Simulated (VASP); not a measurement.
Set up this calculation in VASP 6.6.1, as the native input.

- Task: single point
- Functional: PBE
- Potentials or basis: VASP PAW PBE potentials, release 64 (Ga_d)
- Cutoff: 520 eV
- k mesh: 14 × 14 × 4
- Occupations: fermi-dirac, width 0.1 eV
- Spin: no spin polarisation
- Dipole correction: no
- Further INCAR settings: ALGO = Normal; EDIFF = 1e-06; NBANDS = 34

The structure of Ga lies in POSCAR:

```
Ga
1.0
    3.0334568674      0.0000000000      0.0000000000
   -1.5167284337      2.6270507085      0.0000000000
    0.0000000000      0.0000000000      9.9043960235
Ga
4
Direct
    1.0000000000      0.0000000000      1.0000000000
    1.0000000000      0.0000000000      0.5000000000
    0.3333333333      0.6666666667      0.2500000000
    0.6666666667      0.3333333333      0.7500000000
```

This cell differs from its parent crystal: volume scaled by 1.04.

These files were run (other wordings do the same):

INCAR

```
SYSTEM = Ga
  PREC = Accurate
  ENCUT = 520
  EDIFF = 1E-6
  ISMEAR = -1
  SIGMA = 0.1
  LREAL = .False.
  LASPH = .True.
  NELM = 60
  ALGO = Normal
  ISIF = 2
  LWAVE = .False.
  LCHARG = .False.
  GGA = PE
  NBANDS = 34
```

KPOINTS

```
regular mesh
0
Gamma
  14 14 4
  0 0 0
```

Potentials or basis: VASP PAW PBE potentials, release 64 (Ga_d).

Command:

```console
$ cat potpaw_PBE.64/Ga_d/POTCAR > POTCAR
$ mpirun -np 1 vasp_std > vasp.out
```

It gave:

The pressure is -1.6 GPa and the band gap on the k mesh is zero (band 26 reaches 9.23 eV, above the bottom of band 27 at 3.80 eV).

It took 2.4 min on 1 thread of Intel(R) Xeon(R) Platinum 8259CL CPU @ 2.50GHz (Skylake/Cascade Lake), on a shared host, peak memory 0.28 GiB.
